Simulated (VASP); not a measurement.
# Ta2N: single point with r2SCAN

Crystal: Ta2N.

```
Ta N
1.0
     3.11286    0.00000    0.00000
    -1.55643    2.69582    0.00000
     0.00000    0.00000    4.86984
Ta N
2 1
Direct
  0.66667 0.33333 0.74529
  0.33333 0.66667 0.25471
  0.00000 0.00000 0.00000
```

```
Program             : VASP 6.6.1
Task                : single point
Functional          : r2SCAN
Potentials or basis : VASP PAW PBE potentials, release 64 (Ta_sv_GW, N)
Cutoff              : 660 eV
k mesh              : 6 × 6 × 4
Occupations         : gaussian, width 0.1 eV
Spin                : no spin polarisation
```

The pressure is -5.4 GPa. The largest force is 0.147 eV/Å.

Forces on the atoms (eV/Å):
```
Ta   0.000  0.000  0.147
Ta   0.000  0.000 -0.147
N    0.000  0.000  0.000
```

Stress tensor (GPa, compression positive):
```
-6.17  0.00  0.00
 0.00 -6.17  0.00
 0.00  0.00 -3.96
```

Levels at points of the mesh, in eV from the Fermi level:
```tsv
k point	band 11	band 12	band 13	band 14	band 15	band 16	band 17	band 18	band 19	band 20
(0.00, 0.00, 0.00)	-6.48	-6.48	-5.48	-0.71	-0.28	-0.28	0.10	0.26	0.26	1.12
(0.50, 0.00, 0.00)	-6.97	-6.80	-4.79	-3.00	-1.70	1.74	1.86	3.77	4.02	4.26
(0.00, 0.00, 0.50)	-6.66	-6.66	-3.09	-3.05	-1.18	-1.18	1.72	1.98	2.31	2.31
(0.50, 0.00, 0.50)	-7.12	-6.54	-3.49	-2.55	-2.38	-0.45	0.65	3.34	3.55	4.03
```

Run time: 94 s on 1 thread of AMD EPYC 9R45 96-Core Processor (Zen 5), with other jobs on the host, peak memory 0.18 GiB.

Caveat: the k points lie up to 0.39 Å⁻¹ apart; the PAW data sets were made with another functional, which shifts forces and pressure a little; spin-orbit coupling is left out, which moves the levels of the heavy elements.
